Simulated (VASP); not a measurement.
## Sn2HO2: single point with PBE+D3(BJ)

System: Sn2HO2, a slab with vacuum.

```
Sn O H
1.0
     3.82015    0.00030    0.00000
    -0.00030    3.82015    0.00000
     0.00000    0.00000   17.86304
Sn O H
2 2 1
Direct
  0.99995 0.99995 0.22393
  0.49995 0.49995 0.35621
  0.99995 0.49995 0.29007
  0.49995 0.99995 0.29007
  0.49995 0.99995 0.42113
```

```json
{
  "Program": "VASP 6.6.1",
  "Task": "single point",
  "Functional": "PBE",
  "Dispersion": "D3(BJ)",
  "Potentials or basis": "VASP PAW PBE potentials, release 64 (Sn_d, O, H)",
  "Cutoff": "520 eV",
  "k mesh": "7 × 7 × 1",
  "Occupations": "gaussian, width 0.05 eV",
  "Spin": "collinear spin",
  "Starting moments": "[0.0, 0.0, 0.0, 0.0, 1.0] μB",
  "Dipole correction": "yes",
  "Further INCAR settings": "ALGO = Normal; EDIFF = 1e-06; NBANDS = 32"
}
```

```json
{
  "Largest force": "1.290 eV/Å",
  "Net moment": "0.14 μB per cell",
  "Site moments": "Sn +0.00, +0.04; O +0.00, +0.01; H +0.03 μB",
  "Valence electrons inside the program's atomic spheres": "Sn 12.10, 12.05; O 4.99, 5.01; H 0.45",
  "Dispersion energy per atom": "-0.124 eV"
}
```

Forces on the atoms (eV/Å):
```
Sn   0.000  0.000 -0.072
Sn   0.000  0.000  0.831
O    0.000  0.000  0.516
O    0.000  0.000 -1.290
H    0.000  0.000  0.015
```

Levels at points of the mesh, in eV from the Fermi level:
Spin up:
| k point | band 16 | band 17 | band 18 | band 19 | band 20 | band 21 | band 22 | band 23 | band 24 | band 25 |
| --- | --- | --- | --- | --- | --- | --- | --- | --- | --- | --- |
| (0.00, 0.00, 0.00) | -5.55 | -3.35 | -2.88 | -2.88 | -1.89 | 0.71 | 1.98 | 4.08 | 4.26 | 4.27 |
Spin down:
```tsv
k point	band 17	band 18	band 19	band 20	band 21	band 22	band 23	band 24
(0.00, 0.00, 0.00)	-3.34	-2.87	-2.85	-1.83	0.79	1.98	4.11	4.30
```

Run time: 5.1 min on 1 thread of Intel(R) Xeon(R) Platinum 8488C (Sapphire Rapids) (shared host), peak memory 0.51 GiB.

Caveat: spin-orbit coupling is left out, which moves the levels of the heavy elements.
